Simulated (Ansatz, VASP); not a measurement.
# Two plane-wave programs on Zr2H3

```xyz
5
Lattice="3.7809 0.0000 0.0000 0.0000 3.7809 0.0000 0.0000 0.0000 3.7809" Properties=species:S:1:pos:R:3 pbc="T T T"
Zr    1.8905    1.8905    1.8905
Zr    0.0000    0.0000    0.0000
H     1.8905    0.0000    0.0000
H     0.0000    1.8905    0.0000
H     0.0000    0.0000    1.8905
```

Change from the starting cell: species swapped into the Tl2F3 type (Pm-3m, No. 221).

Alike in both runs: functional PBE; k mesh 4 × 4 × 4; occupations gaussian, width 0.1 eV; no spin polarisation.

Ansatz relaxed the structure, and its values are those at the end. VASP's run is a single point on that final structure, the one shown.

```csv
,VASP,Ansatz
version,VASP 6.6.1,Ansatz 0.2.0
potentials or method,"VASP PAW PBE potentials, release 64 (Zr_sv, H), cutoff 520 eV","scalar-relativistic, plane waves, PAW"
valence electrons in the cell,27,27
```

```tsv
	VASP	Ansatz	Ansatz less VASP
gap on the k mesh at the Fermi level (eV)	none	none	-
pressure (GPa)	-0.1	0.0	+0.02
```

A gap of «none» marks a metal or a gap that the smearing closes.

The k mesh is coarse, so the values compare programs but aren't converged.
